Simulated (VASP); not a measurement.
Wanted: the native input for a VASP 6.6.1 run.

- Task: electric field gradients
- Functional: PBEsol
- Potentials or basis: VASP PAW PBE potentials, release 64 (Ti_sv)
- Cutoff: 520 eV
- k mesh: 14 × 14 × 8
- Occupations: fermi-dirac, width 0.05 eV
- Spin: no spin polarisation
- Dipole correction: no
- Further INCAR settings: ALGO = Normal; EDIFF = 1e-08; NBANDS = 19

The structure of Ti lies in POSCAR:

```
Ti
1.0
    2.9301986205      0.0000000000      0.0000000000
   -1.4650993102      2.5376264435      0.0000000000
    0.0000000000      0.0000000000      4.6545493880
Ti
2
Direct
    0.3333333333      0.6666666667      0.2500000000
    0.6666666667      0.3333333333      0.7500000000
```

This cell differs from its parent crystal: volume scaled by 0.98.

One way to write it, as run:

INCAR

```
ALGO     = Normal         # electronic algorithm
EDIFF    = 1E-8           # SCF threshold, eV
ENCUT    = 520            # plane-wave cutoff, eV
GGA      = PS             # functional
ISIF     = 2              # what is computed and relaxed
ISMEAR   = -1             # smearing method
LASPH    = True           # aspherical terms in the spheres
LCHARG   = False          # write CHGCAR
LEFG     = True         
LREAL    = False          # projectors in reciprocal space
LWAVE    = False          # write WAVECAR
NBANDS   = 19             # bands
NELM     = 100            # most SCF steps
PREC     = Accurate       # precision mode
SIGMA    = 0.05           # smearing width, eV
```

KPOINTS

```
k-points
0
Gamma
  14 14 8
```

Potentials or basis: VASP PAW PBE potentials, release 64 (Ti_sv).

Command:

```bash
$ cat potpaw_PBE.64/Ti_sv/POTCAR > POTCAR
$ mpirun -np 1 vasp_std > vasp.out
```

Results of the run:

```json
{
  "Pressure": "-4.1 GPa",
  "Band gap on the k mesh": "zero (band 12 reaches 9.03 eV, above the bottom of band 13 at 7.98 eV)"
}
```

Caveat: without QUAD_EFG the Cq values of the log hold for a quadrupole moment of 1 mb, not for the nuclei; the PAW data sets were made with another functional, which shifts forces and pressure a little.

Run time: 70 s on 1 thread of Intel(R) Xeon(R) Platinum 8375C CPU @ 2.90GHz (Ice Lake), with other jobs on the host, peak memory 0.2 GiB.
